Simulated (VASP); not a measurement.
Write the native input for VASP 6.6.1 that does the following.

* Task: single point
* Functional: LDA
* Potentials or basis: VASP PAW LDA potentials, release 64 (Ga_d, As)
* Cutoff: 520 eV
* k mesh: 5 × 5 × 5
* Occupations: fermi-dirac, width 0.01 eV
* Spin: no spin polarisation
* Dipole correction: no
* Further INCAR settings: ALGO = Normal; EDIFF = 1e-06; NBANDS = 22

The structure of GaAs3 lies in POSCAR:

```
GaAs3
1.0
    0.0000000000      3.2829377669      3.2829377669
    3.2829377669      0.0000000000      3.2829377669
    3.2829377669      3.2829377669      0.0000000000
Ga As
1 3
Direct
    0.0000000000      0.0000000000      0.0000000000
    0.5000000000      0.5000000000      0.5000000000
    0.2500000000      0.2500000000      0.2500000000
    0.7500000000      0.7500000000      0.7500000000
```

The input as run:

INCAR

```
ALGO = Normal
EDIFF = 1E-6
ENCUT = 520
ISIF = 2
ISMEAR = -1
LASPH = T
LCHARG = F
LREAL = F
LWAVE = F
NBANDS = 22
NELM = 80
PREC = Accurate
SIGMA = 0.01
```

KPOINTS

```
k-points
0
Gamma
  5 5 5
```

Potentials or basis: VASP PAW LDA potentials, release 64 (Ga_d, As).

Command:

```bash
$ cat potpaw_LDA.64/Ga_d/POTCAR potpaw_LDA.64/As/POTCAR > POTCAR
$ mpirun -np 1 vasp_std > vasp.out
```

Results of the run:

* Pressure: 0.3 GPa
* Band gap on the k mesh: zero (bands 14 and 15 overlap by 2.55 eV)

Wall time 18 s on 1 thread of Intel Xeon 8259CL, with other jobs on the host, peak memory 0.17 GiB.
